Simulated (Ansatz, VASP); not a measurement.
**Two plane-wave programs on P**

```xyz
1
Lattice="0.0000 1.9060 1.9060 1.9060 0.0000 1.9060 1.9060 1.9060 0.0000" Properties=species:S:1:pos:R:3 pbc="T T T"
P     0.0000    0.0000    0.0000
```

Alike in both runs: functional LDA; k mesh 17 × 17 × 17; occupations fermi-dirac, width 0.1 eV; no spin polarisation.

Ansatz relaxed the structure, and its values are those at the end. VASP's run is a single point on that final structure, the one shown.

|  | VASP | Ansatz |
| --- | --- | --- |
| version | VASP 6.6.1 | Ansatz 0.2.0 |
| potentials or method | VASP PAW LDA potentials, release 64 (P) | PAW with Ansatz's default frozen-core files, scalar-relativistic |
| plane-wave cutoff (eV) | 520 | 420 |
| valence electrons in the cell | 5 | 5 |

```tsv
	VASP	Ansatz	Ansatz less VASP
pressure (GPa)	-0.1	0.0	+0.08
```

LDA's correlation is that of Perdew and Zunger in VASP and of Perdew and Wang (1992) in Ansatz.
